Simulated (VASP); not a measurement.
# Al (P2_1/m) in VASP: a series of runs, part 2 of 2

VASP 6.6.1. The steps go on from the part before.

## Step 3: Single point, PBEsol (the part above a cut slid along it)

INCAR reads:

```
SYSTEM = Al
PREC     = Accurate       ! precision mode
ENCUT    = 500            ! plane-wave cutoff, eV
EDIFF    = 1E-6           ! SCF threshold, eV
ISMEAR   = 0              ! smearing method
SIGMA    = 0.15           ! smearing width, eV
LREAL    = .False.        ! projectors in reciprocal space
LASPH    = .True.         ! aspherical terms in the spheres
NELM     = 120            ! most SCF steps
ALGO     = Normal         ! electronic algorithm
ISIF     = 2              ! what is computed and relaxed
LWAVE    = .False.        ! write WAVECAR
LCHARG   = .False.        ! write CHGCAR
GGA      = PS             ! functional
NBANDS   = 22             ! bands
GGA_COMPAT= .False.
```

KPOINTS reads:

```
Automatic mesh
0
Gamma
  21 13 6
  0 0 0
```

POSCAR reads:

```
Al
1.0
   -1.6064390039      1.6064390039     -1.6064390039
   -3.2128780077     -3.2128780077      0.0000000000
   -5.8902763475      5.8902763475      6.9612356835
Al
8
Direct
    0.5833333333      0.5000000000      0.0625000000
   -0.6250000000      0.0000000000      0.9375000000
    0.6666666667      0.5000000000      0.3125000000
    0.1250000000      0.0000000000      0.1875000000
   -0.2500000000      0.5000000000      0.5625000000
    0.2083333333      0.0000000000      0.4375000000
   -0.1666666667      0.5000000000      0.8125000000
    0.2916666667      0.0000000000      0.6875000000
```

Potentials or basis: VASP PAW PBE potentials, release 64 (Al).

Started as:

```console
cat potpaw_PBE.64/Al/POTCAR > POTCAR
mpirun -np 1 vasp_std > vasp.out
```

OUTCAR:

```text
SYSTEM = Al
   PREC = Accurate
   ENCUT = 500
   EDIFF = 1E-6
   ISMEAR = 0
   LREAL = .False.
   LASPH = .True.
   NELM = 120
   ISIF = 2
   GGA = PS

 ion  position               nearest neighbor table
   1  0.583  0.500  0.062-   7 2.62   2 2.78   2 2.78   4 2.78   4 2.78   3 2.78   3 3.21   4 3.21
                             4 3.21   2 3.21   2 3.21
   2  0.375  0.000  0.938-   4 2.62   1 2.78   1 2.78   7 2.78   7 2.78   8 2.78   7 3.21   7 3.21
                             1 3.21   1 3.21   8 3.21
   3  0.667  0.500  0.312-   4 2.78   4 2.78   5 2.78   6 2.78   6 2.78   1 2.78   6 3.21   6 3.21
                             1 3.21   4 3.21   4 3.21   5 3.21
[... 849 lines left out ...]
  external PRESSURE =       7.3251774 kB  Pullay stress =       0.0000000 kB

 VOLUME and BASIS-vectors are now :
 -----------------------------------------------------------------------------
  energy-cutoff  :      500.00
  volume of cell :      132.66
      direct lattice vectors                 reciprocal lattice vectors
    -1.606439004  1.606439004 -1.606439004    -0.168592354  0.168592354 -0.285310138
    -3.212878008 -3.212878008  0.000000000    -0.155623711 -0.155623711  0.000000000
    -5.890276348  5.890276348  6.961235683    -0.038905928  0.038905928  0.077811856

 POSITION                                       TOTAL-FORCE (eV/Angst)
 -----------------------------------------------------------------------------------
     -2.91167     -0.30121     -0.50201        -0.301961      0.301961      0.195445
     -6.12455      6.12455      5.92374         0.301961     -0.301961     -0.195445
     -4.51811      1.30523      1.10443         0.041017     -0.041017     -0.004719
     -1.30523      1.30523      1.10443        -0.101929      0.101929      0.380316
     -6.12455      2.91167      2.71087        -0.007336      0.007336     -0.007730
     -2.91167      2.91167      2.71087         0.007336     -0.007336      0.007730
     -7.73099      4.51811      4.31730         0.101929     -0.101929     -0.380316
     -4.51811      4.51811      4.31730        -0.041017      0.041017      0.004719
 -----------------------------------------------------------------------------------
    total drift:                                0.000000     -0.000000      0.000001

  FREE ENERGIE OF THE ION-ELECTRON SYSTEM (eV)
  ---------------------------------------------------
  free  energy   TOTEN  =       -31.9026016572 eV

  energy  without entropy=      -31.8661668000  energy(sigma->0) =      -31.88438423
```

stdout:

```text
POSCAR found type information on POSCAR Al
 POSCAR found :  1 types and       8 ions
 scaLAPACK will be used
 -----------------------------------------------------------------------------
|                                                                             |
|                                                                             |
[... 21 lines left out ...]
|     Results are often still useful ...                                      |
|                                                                             |
 -----------------------------------------------------------------------------

 POSCAR, INCAR and KPOINTS ok, starting setup
 FFT: planning ... GRIDC
 FFT: planning ... GRID_SOFT
 FFT: planning ... GRID
 WAVECAR not read
 entering main loop
```

Wall time 23 min (1 thread of Oxide Virtual Turin-like, shared host); peak memory 0.82 GiB.

Results:

| Property | Result |
| --- | --- |
| Free energy | -31.9026 eV |
| Pressure | 0.7 GPa |
| Largest force | 0.470 eV/Å |
| Band gap on the k mesh | zero (bands 12 and 13 overlap by 3.95 eV) |

Forces in eV/Å, atoms in the order of the input:
```
Al  -0.302  0.302  0.195
Al   0.302 -0.302 -0.195
Al   0.041 -0.041 -0.005
Al  -0.102  0.102  0.380
Al  -0.007  0.007 -0.008
Al   0.007 -0.007  0.008
Al   0.102 -0.102 -0.380
Al  -0.041  0.041  0.005
```

Caveat: the cell differs from its parent crystal (the part above a cut slid along it); the PAW data sets were made with another functional, which shifts forces and pressure a little.
